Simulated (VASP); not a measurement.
# P (Cmce) in VASP: further runs

Runs on P. Level: PBE. Tasks: relaxation of cell and atoms.

Everything below comes from runs of VASP 6.6.1. Logs are shortened: lines on timing, memory, paths and dates and some standing lists are left out, and cuts for length are marked.

## (1) The cell of the first run

Symmetry: Cmce, No. 64, orthorhombic system. Conventional cell: a = 3.295 Å, b = 10.930 Å, c = 4.544 Å, α = 90.00°, β = 90.00°, γ = 90.00°. P (site symmetry m) has 3 P at 2.20 to 2.25 Å within 2.9 Å.

## (2) Relaxation of cell and atoms, PBE, target pressure 10 GPa, at which the enthalpy is minimised

INCAR

```
SYSTEM = P
PREC = Accurate ; ENCUT = 600
EDIFF = 1E-6 ; ISMEAR = -1
SIGMA = 0.05 ; LREAL = .False.
LASPH = .True. ; NELM = 100
ALGO = Normal ; ISIF = 3
LWAVE = .False. ; LCHARG = .False.
GGA = PE ; IBRION = 2
NSW = 60 ; EDIFFG = -0.01
PSTRESS = 100.0
```

KPOINTS

```
regular mesh
0
Gamma
  8 8 6
  0 0 0
```

POSCAR

```
P
1.0
    1.6477431241     -5.4650377251      0.0000000000
    1.6477431241      5.4650377251      0.0000000000
    0.0000000000      0.0000000000      4.5436355900
P
4
Direct
    0.9041431300      0.0958568700      0.5888151700
    0.0958568700      0.9041431300      0.4111848300
    0.5958568700      0.4041431300      0.0888151700
    0.4041431300      0.5958568700      0.9111848300
```

Potentials or basis: VASP PAW PBE potentials, release 64 (P).

On the command line:

```console
$ cat potpaw_PBE.64/P/POTCAR > POTCAR
$ mpirun -np 1 vasp_std > vasp.out
```

OUTCAR:

```text
SYSTEM = P
   PREC = Accurate
   ENCUT = 600
   EDIFF = 1E-6
   ISMEAR = -1
   LREAL = .False.
   LASPH = .True.
   NELM = 100
   ISIF = 3
   GGA = PE
   IBRION = 2
   NSW = 60
   EDIFFG = -0.01
   PSTRESS = 100.0

 ion  position               nearest neighbor table
   1  0.904  0.096  0.589-   4 2.20   4 2.20   2 2.25
   2  0.096  0.904  0.411-   3 2.20   3 2.20   1 2.25
   3  0.596  0.404  0.089-   2 2.20   2 2.20   4 2.25
   4  0.404  0.596  0.911-   1 2.20   1 2.20   3 2.25

  LATTYP: Found a base centered orthorhombic cell.
 ALAT       =     3.2954862482
 B/A-ratio  =     3.3166806435
 C/A-ratio  =     1.3787451222

  Lattice vectors:

 A1 = (   1.6477431241,  -5.4650377251,   0.0000000000)
 A2 = (   1.6477431241,   5.4650377251,   0.0000000000)
 A3 = (   0.0000000000,   0.0000000000,   4.5436355900)

Analysis of symmetry for initial positions (statically):
=====================================================================
 Subroutine PRICEL returns:
 Original cell was already a primitive cell.

 Routine SETGRP: Setting up the symmetry group for a
 base centered orthorhombic supercell.

 Subroutine GETGRP returns: Found  8 space group operations
 (whereof  4 operations were pure point group operations)
 out of a pool of  8 trial point group operations.

The static configuration has the point symmetry C_2h.
 The point group associated with its full space group is D_2h.

Analysis of symmetry for dynamics (positions and initial velocities):
=====================================================================
 Subroutine PRICEL returns:
 Original cell was already a primitive cell.

 Routine SETGRP: Setting up the symmetry group for a
 base centered orthorhombic supercell.

 Subroutine GETGRP returns: Found  8 space group operations
 (whereof  4 operations were pure point group operations)
 out of a pool of  8 trial point group operations.

The dynamic configuration has the point symmetry C_2h.
 The point group associated with its full space group is D_2h.

 Subroutine INISYM returns: Found  8 space group operations
 (whereof  4 operations are pure point group operations),
 and found     1 'primitive' translations

----------------------------------------------------------------------------------------

                                     Primitive cell

  volume of cell :      81.8307

  direct lattice vectors                    reciprocal lattice vectors
     1.647743124 -5.465037725  0.000000000     0.303445357 -0.091490677  0.000000000
     1.647743124  5.465037725  0.000000000     0.303445357  0.091490677  0.000000000
     0.000000000  0.000000000  4.543635590     0.000000000  0.000000000  0.220088073

  length of vectors
     5.708037731  5.708037731  4.543635590     0.316937894  0.316937894  0.220088073

  position of ions in fractional coordinates (direct lattice)
     0.904143130  0.095856870  0.588815170
     0.095856870  0.904143130  0.411184830
     0.595856870  0.404143130  0.088815170
     0.404143130  0.595856870  0.911184830

  ion indices of the primitive-cell ions
   primitive index   ion index
                 1           1
                 2           2
                 3           3
                 4           4

----------------------------------------------------------------------------------------

 KPOINTS: regular mesh

Automatic generation of k-mesh.
 Grid dimensions read from file:
 generate k-points for:    8    8    6

 Generating k-lattice:

  Cartesian coordinates                     Fractional coordinates (reciprocal lattice)
     0.037930670 -0.011436335  0.000000000     0.125000000 -0.000000000  0.000000000
     0.037930670  0.011436335  0.000000000    -0.000000000  0.125000000  0.000000000
     0.000000000  0.000000000  0.036681345     0.000000000  0.000000000  0.166666667

  Length of vectors
     0.039617237  0.039617237  0.036681345

  Shift w.r.t. Gamma in fractional coordinates (k-lattice)
     0.000000000  0.000000000  0.000000000

 Subroutine IBZKPT returns following result:
 ===========================================

 Found     84 irreducible k-points:

 Following reciprocal coordinates:
            Coordinates               Weight
  0.000000  0.000000  0.000000      1.000000
  0.125000  0.000000  0.000000      4.000000
  0.250000  0.000000  0.000000      4.000000
  0.375000  0.000000  0.000000      4.000000
  0.500000  0.000000  0.000000      2.000000
  0.125000  0.125000  0.000000      2.000000
[... 16 lines left out ...]
  0.125000  0.000000  0.166667      8.000000
  0.250000  0.000000  0.166667      8.000000
 [... further k-points ...]
   k-points           NKPTS =     84   k-points in BZ     NKDIM =     84   number of bands    NBANDS=     14
   number of dos      NEDOS =    301   number of ions     NIONS =      4
   total plane-waves  NPLWV =  82944
   dimension x,y,z NGX =    48 NGY =   48 NGZ =   36
   dimension x,y,z NGXF=    96 NGYF=   96 NGZF=   72
   ions per type =               4
   NGX,Y,Z   is equivalent  to a cutoff of  13.98, 13.98, 13.17 a.u.
   NGXF,Y,Z  is equivalent  to a cutoff of  27.96, 27.96, 26.34 a.u.
 SYSTEM =  P
   PREC   = accura    normal or accurate (medium, high low for compatibility)
   ISTART =      0    job   : 0-new  1-cont  2-samecut
   ICHARG =      2    charge: 1-file 2-atom 10-const
   ISPIN  =      1    spin polarized calculation?
   LNONCOLLINEAR =      F non collinear calculations
   LSORBIT =      F    spin-orbit coupling
   LASPH  =      T    aspherical Exc in radial PAW
   ENCUT  =  600.0 eV  44.10 Ry    6.64 a.u.  11.40 11.40  9.07*2*pi/ulx,y,z
   NELM   =    100;   NELMIN=  2; NELMDL= -5     # of ELM steps
   EDIFF  = 0.1E-05   stopping-criterion for ELM
   LREAL  =      F    real-space projection
   EDIFFG = -.1E-01   stopping-criterion for IOM
   NSW    =     60    number of steps for IOM
   IBRION =      2    ionic relax: 0-MD 1-quasi-New 2-CG
   NFREE  =      1    steps in history (QN), initial steepest desc. (CG)
   ISIF   =      3    stress and relaxation
   ISYM   =      2    0-nonsym 1-usesym 2-fastsym
   POTIM  = 0.5000    time-step for ionic-motion
   TEBEG  =    0.0;   TEEND  =   0.0 temperature during run
   PSTRESS=  100.0 pullay stress
   NELECT =      20.0000    total number of electrons
   NUPDOWN=      -1.0000    fix difference up-down
   EMIN   =  10.00;   EMAX   =-10.00  energy-range for DOS
   EFERMI =   0.00;   METHOD = LEGACY
   ISMEAR =    -1;   SIGMA  =   0.05  broadening in eV -4-tet -1-fermi 0-gaus
   EFERMI_NEDOS =   21; number of points for ismear=-14 and -15
   IALGO  =     38    algorithm
   IMIX   =      4    mixing-type and parameters
     AMIX     =   0.40;   BMIX     =  1.00
     AMIX_MAG =   1.60;   BMIX_MAG =  1.00
  volume/ion in A,a.u.               =      20.46       138.06
  Fermi-wavevector in a.u.,A,eV,Ry     =   1.023559  1.934246 14.254450  1.047673
  Thomas-Fermi vector in A             =   2.157299
   LORBIT       =      0    0 simple, 1 ext, 2 COOP (PROOUT), +10 PAW based schemes
   GGA     = PE    functional components
   LHFCALC =     F    Hartree Fock is set to
   AEXX    =    0.0000 exact exchange contribution
   IVDW    =     0    specifies the selected vdW correction
   LEPSILON=     F    determine dielectric tensor
   LRPA    =     F    only Hartree local field effects (RPA)
 conjugate gradient relaxation of ions
 non-spin polarized calculation
  energy-cutoff  :      600.00
  volume of cell :       81.83
 maximum number of plane-waves:      2758
 NGX is ok and might be reduce to    48
   NGX = 23   NGY = 23   NGZ = 19

--------------------------------------- Ionic step        1  -------------------------------------------

 number of electron      20.0000001 magnetization

 Free energy of the ion-electron system (eV)
  ---------------------------------------------------
  ext. energy  EPLUGINS =         0.00000000
  ---------------------------------------------------
  free energy    TOTEN  =       -21.49131648 eV

  energy without entropy =      -21.49091940  energy(sigma->0) =      -21.49111794

------------------------ aborting loop because EDIFF is reached ----------------------------------------

  FORCE on cell =-STRESS in cart. coord.  units (eV):
  Direction    XX          YY          ZZ          XY          YZ          ZX
  --------------------------------------------------------------------------------------
  -------------------------------------------------------------------------------------
  Total        0.7695173      0.8570431      0.9528611      0.0000000      0.0000000      0.0000000
  in kB       15.0665141     16.7801982     18.6562347      0.0000000      0.0000000      0.0000000
  external PRESSURE =     -83.1656843 kB  Pullay stress =     100.0000000 kB
[... 67 lines left out ...]
--------------------------------------- Ionic step        3  -------------------------------------------

 number of electron      20.0000000 magnetization

 E-fermi :   7.0175     XC(G=0):  -9.8775

 val. band max:        6.9729692379   @ k =   0.5000   0.5000   0.0000
 cond. band min:       7.0221438073   @ k =   0.5000   0.5000   0.0000
 fundamental gap:      0.0491745695
 Fermi energy:         7.0175234508

 k-point     1 :       0.0000    0.0000    0.0000
  band No.  band energies     occupation
      1      -9.6613      2.00000
      2      -6.5583      2.00000
      3      -3.0932      2.00000
      4      -0.3997      2.00000
      5       1.5203      2.00000
      6       2.3182      2.00000
      7       2.7599      2.00000
      8       3.8709      2.00000
      9       4.4274      2.00000
     10       5.6048      2.00000
     11       7.4898      0.00016
     12       8.0547      0.00000
     13       9.1825      0.00000
     14      10.0994      0.00000
[... 377 lines left out ...]
      1      -8.6771      2.00000
      2      -6.0632      2.00000
      3      -3.4741      2.00000
      4      -0.3802      2.00000
      5       0.2169      2.00000
      6       0.7682      2.00000
      7       2.5806      2.00000
      8       3.0568      2.00000
      9       4.3509      2.00000
     10       5.1824      2.00000
     11       8.0311      0.00000
     12       8.7292      0.00000
     13       9.3625      0.00000
     14      10.3784      0.00000

 [... further k-points ...]
[... 5 lines left out ...]
  --------------------------------------------------------------------------------------
  -------------------------------------------------------------------------------------
  Total        6.0817792      4.2250897      4.5282591      0.0000000      0.0000000      0.0000000
  in kB      131.8510483     91.5986069     98.1712238      0.0000000      0.0000000      0.0000000
  external PRESSURE =       7.2069597 kB  Pullay stress =     100.0000000 kB
[... 23 lines left out ...]
  energy  without entropy=      -21.2236968043  energy(sigma->0) =      -21.22418661

  enthalpy is  TOTEN    =       -16.6120629388 eV   P V=        4.6126134696

[... ionic steps 4 to 16 ...]

--------------------------------------- Ionic step       17  -------------------------------------------

 number of electron      19.9999999 magnetization

------------------------ aborting loop because EDIFF is reached ----------------------------------------
[... 75 lines left out ...]
--------------------------------------- Ionic step       19  -------------------------------------------

 number of electron      19.9999999 magnetization

 Free energy of the ion-electron system (eV)
  ---------------------------------------------------
  ext. energy  EPLUGINS =         0.00000000
  ---------------------------------------------------
  free energy    TOTEN  =       -21.01046644 eV

  energy without entropy =      -21.00487311  energy(sigma->0) =      -21.00766977

 E-fermi :   9.1562     XC(G=0): -11.0046

 val. band max:        9.1455293534   @ k =   0.5000   0.3750   0.0000
 cond. band min:       9.2072179174   @ k =  -0.3750   0.3750   0.0000
 fundamental gap:      0.0616885640
 Fermi energy:         9.1561933208

 k-point     1 :       0.0000    0.0000    0.0000
  band No.  band energies     occupation
      1      -7.5801      2.00000
      2      -3.4903      2.00000
      3       0.8242      2.00000
      4       0.9342      2.00000
      5       3.5137      2.00000
      6       4.6265      2.00000
      7       5.7810      2.00000
      8       5.9431      2.00000
      9       6.3403      2.00000
     10       7.9463      2.00000
     11      10.5300      0.00000
     12      11.0069      0.00000
     13      11.0625      0.00000
     14      13.5989      0.00000
[... 377 lines left out ...]
      1      -6.5140      2.00000
      2      -2.9995      2.00000
      3      -1.0483      2.00000
      4       1.5585      2.00000
      5       2.2414      2.00000
      6       2.7544      2.00000
      7       4.8912      2.00000
      8       6.2881      2.00000
      9       7.2663      2.00000
     10       7.8395      2.00000
     11      10.1480      0.00000
     12      11.3188      0.00000
     13      12.0878      0.00000
     14      13.5443      0.00000

 [... further k-points ...]
[... 5 lines left out ...]
  --------------------------------------------------------------------------------------
  -------------------------------------------------------------------------------------
  Total        3.8463030      3.7928189      3.8131438      0.0000000      0.0000000      0.0000000
  in kB      100.7622914     99.3611575     99.8936123      0.0000000      0.0000000      0.0000000
  external PRESSURE =       0.0056871 kB  Pullay stress =     100.0000000 kB
[... 23 lines left out ...]
  energy  without entropy=      -21.0048731070  energy(sigma->0) =      -21.00766977

  enthalpy is  TOTEN    =       -17.1932616434 eV   P V=        3.8172047992

 reached required accuracy - stopping structural energy minimisation
```

Wall time 9.6 min (1 thread of Intel Xeon 6975P-C (Granite Rapids), shared host); peak memory 0.33 GiB.

What came out:

```
Free energy                                                : -21.0105 eV
Relaxed volume                                             : 15.29 Å³/atom
Relaxed cell                                               : a = 5.171 Å, b = 5.171 Å, c = 3.754 Å, α = 90.00°, β = 90.00°, γ = 142.46°
Space group after relaxing (to 0.1 Å)                      : Cmce (No. 64)
Energy change on relaxing (the run minimises the enthalpy) : +120.2 meV/atom
Ionic steps                                                : 19
Pressure after relaxing                                    : 10.0 GPa
Largest force after relaxing                               : 0.005 eV/Å
Band gap on the k mesh                                     : zero (bands 10 and 11 overlap by 0.86 eV)
```

Forces on the atoms (eV/Å):
```
P    0.000  0.004 -0.003
P    0.000 -0.004  0.003
P    0.000 -0.004 -0.003
P    0.000  0.004  0.003
```

Stress tensor (GPa, compression positive):
```
10.08  0.00  0.00
 0.00  9.94  0.00
 0.00  0.00  9.99
```

The path:
```
step  energy change (eV)  largest force (eV/Å)  pressure (GPa)  volume (Å³)
   1              0.0000                0.2863            1.68        81.83
   2              0.5907                1.7102           17.34        69.89
   3              0.2666                1.1246           10.72        73.90
   4              0.2623                0.8206           10.37        70.54
   5              0.5343                0.7632           10.59        63.00
   6              0.5556                0.3854           10.12        60.89
   7              0.5452                0.3392           10.10        61.05
   8              0.5161                0.1039           10.79        61.00
   9              0.5142                0.0755           11.22        60.96
  10              0.4417                0.1009            9.14        61.93
  11              0.4361                0.1112            8.95        62.02
  12              0.4502                0.1196            9.64        61.70
  13              0.4538                0.1324            9.79        61.64
  14              0.4677                0.0656            9.99        61.38
  15              0.4713                0.0717           10.04        61.33
  16              0.4754                0.0190            9.77        61.25
  17              0.4746                0.0129            9.81        61.26
  18              0.4858                0.0158           10.14        61.08
  19              0.4809                0.0052           10.00        61.16
```

Final structure:
```
P
1.0
     1.66383   -4.89562    0.00000
     1.66383    4.89562    0.00000
     0.00000    0.00000    3.75413
P
4
Direct
  0.88793 0.11207 0.55385
  0.11207 0.88793 0.44615
  0.61207 0.38793 0.05385
  0.38793 0.61207 0.94615
```

Caveat: the cell is relaxed towards a set pressure, so the run minimises the enthalpy, not the energy; the volume moved by over 15 % at a fixed basis, so the end points are rough.

(Continued in part 2 of 2.)

The gap in the log of VASP goes by the Fermi energy; the results here count the filled bands.